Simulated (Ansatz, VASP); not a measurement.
**AlCo: VASP beside Ansatz**

```
CELL_PARAMETERS angstrom
2.85202 0.00000 0.00000
0.00000 2.85202 0.00000
0.00000 0.00000 2.85202
ATOMIC_POSITIONS crystal
Al 0.00000 0.00000 0.00000
Co 0.50000 0.50000 0.50000
```

Alike in both runs: task single point; functional r2SCAN; k mesh 14 × 14 × 14; occupations gaussian, width 0.1 eV; collinear spin.

```csv
,VASP,Ansatz
version,VASP 6.6.1,Ansatz 0.2.0
potentials or method,"VASP PAW PBE potentials, release 64 (Al, Co), cutoff 520 eV","scalar-relativistic, plane waves, PAW"
valence electrons in the cell,12,20
```

|  | VASP | Ansatz | Ansatz less VASP |
| --- | --- | --- | --- |
| gap on the k mesh at the Fermi level (eV) | none | none | - |
| pressure (GPa) | -6.0 | -5.4 | +0.53 |
| net moment per atom (μB) | 0.00 | 0.05 | +0.055 |
| size of the moment on the site where the two differ most (μB) | 0.00 | 0.17 | +0.167 |

VASP's potentials were made for PBE, not for r2SCAN. Site moments also hang on the region over which each program counts them. A gap of «none» marks a metal or a gap that the smearing closes. VASP's potentials hold 12 valence electrons a cell and Ansatz's 20, so a difference there can come from the potentials and not from the codes. Ansatz's warnings: stability check not made.
